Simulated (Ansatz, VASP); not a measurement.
NaI in VASP and in Ansatz

POSCAR

```
NaI
1.0
    0.0000000000      3.2849460000      3.2849460000
    3.2849460000      0.0000000000      3.2849460000
    3.2849460000      3.2849460000      0.0000000000
Na I
1 1
Direct
    0.0000000000      0.0000000000      0.0000000000
    0.5000000000      0.5000000000      0.5000000000
```

File INCAR.step1:

```
SYSTEM = NaI
ALGO = Normal ; EDIFF = 1E-4
ENCUT = 520 ; GGA = PE
ISMEAR = 0 ; LASPH = .TRUE.
LCHARG = .FALSE. ; LREAL = .FALSE.
LWAVE = .TRUE. ; NBANDS = 14
NELM = 100 ; PREC = Accurate
SIGMA = 0.05
```

INCAR.step2

```
SYSTEM = NaI
ALGO = Normal ; EDIFF = 1E-6
ENCUT = 520 ; ISIF = 2
ISMEAR = 0 ; ISTART = 1
LASPH = .TRUE. ; LCHARG = .TRUE.
LELF = .TRUE. ; LMIXTAU = .TRUE.
LREAL = .FALSE. ; LVHAR = .TRUE.
LWAVE = .FALSE. ; METAGGA = R2SCAN
NBANDS = 14 ; NELM = 100
PREC = Accurate ; SIGMA = 0.05
```

File KPOINTS:

```
k-points
0
G
  6 6 6
  0 0 0
```

Input for Ansatz:

```yaml
crystal:
  lattice:
    - [0.0, 3.284946, 3.284946]
    - [3.284946, 0.0, 3.284946]
    - [3.284946, 3.284946, 0.0]
  atoms:
    - { symbol: Na, position: [0.0, 0.0, 0.0] }
    - { symbol: I, position: [0.5, 0.5, 0.5] }
basis:
  ecutwfc: 500
kpoints:
  mp_grid: { grid: [6, 6, 6] }
hamiltonian:
  xc: r2scan
scf:
  occupations: { method: gaussian, width: 0.05 }
output:
  forces: true
  stress: true
  eigenvalues: true
  write_density: true
  write_potential: true
  elf: true
  volumetric_format: npy
```

Change from the starting cell: strain +0.015 along x and y, +0.015 along z, atoms carried along.

Alike in both runs: task single point; functional r2SCAN; k mesh 6 × 6 × 6; occupations gaussian, width 0.05 eV; no spin polarisation.

|  | VASP | Ansatz |
| --- | --- | --- |
| version | VASP 6.6.1 | Ansatz 0.2.0 |
| potentials or method | VASP PAW PBE potentials, release 64 (Na_pv, I), cutoff 520 eV | scalar-relativistic, plane waves, PAW |
| valence electrons in the cell | 14 | 26 |

Ansatz gave:

- gap on the k mesh at the Fermi level (eV): 4.30
- least direct gap on the mesh (eV): 4.30
- pressure (GPa): -0.8

Question: What did VASP give for the same quantities?

Answer: gap on the k mesh at the Fermi level (eV): 4.31; least direct gap on the mesh (eV): 4.31; pressure (GPa): -0.8.

VASP's potentials were made for PBE, not for r2SCAN. VASP's potentials hold 14 valence electrons a cell and Ansatz's 26, so a difference there can come from the potentials and not from the codes.

Neither program's run includes spin-orbit coupling.
